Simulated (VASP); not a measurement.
Input of a VASP 6.6.1 run:

INCAR

```
SYSTEM = V
ALGO = Fast
EDIFF = 1E-6
ENCUT = 520
GGA = PE
ISIF = 2
ISMEAR = 0
LASPH = .TRUE.
LCHARG = .TRUE.
LELF = .TRUE.
LREAL = .FALSE.
LVHAR = .TRUE.
LWAVE = .FALSE.
NBANDS = 20
NELM = 100
PREC = Accurate
SIGMA = 0.1
```

File KPOINTS:

```
k-points
0
G
  18 18 18
  0 0 0
```

File POSCAR:

```
V
1.0
    2.9971751498      0.0000000000      0.0000000000
    0.0000000000      2.9971751498      0.0000000000
    0.0000000000      0.0000000000      2.8173446408
V
2
Direct
    0.0000000000      0.0000000000      0.0000000000
    0.5000000000      0.5000000000      0.5000000000
```

Potentials or basis: VASP PAW PBE potentials, release 64 (V_sv).

Run with:

```sh
$ cat potpaw_PBE.64/V_sv/POTCAR > POTCAR
$ mpirun -np 1 vasp_std > vasp.out
```

Problem. Estimate the band gap on the k mesh.

Solution. Zero (bands 13 and 14 overlap by 3.13 eV).

Problem. Estimate the pressure.

Solution. 13.2 GPa.

Stress tensor (GPa, compression positive):
```
10.52  0.00  0.00
 0.00 10.52  0.00
 0.00  0.00 18.61
```

Caveat: the cell differs from its parent crystal (strain along c alone, the other axes held: -6.0 %); the cell stands under pressure.
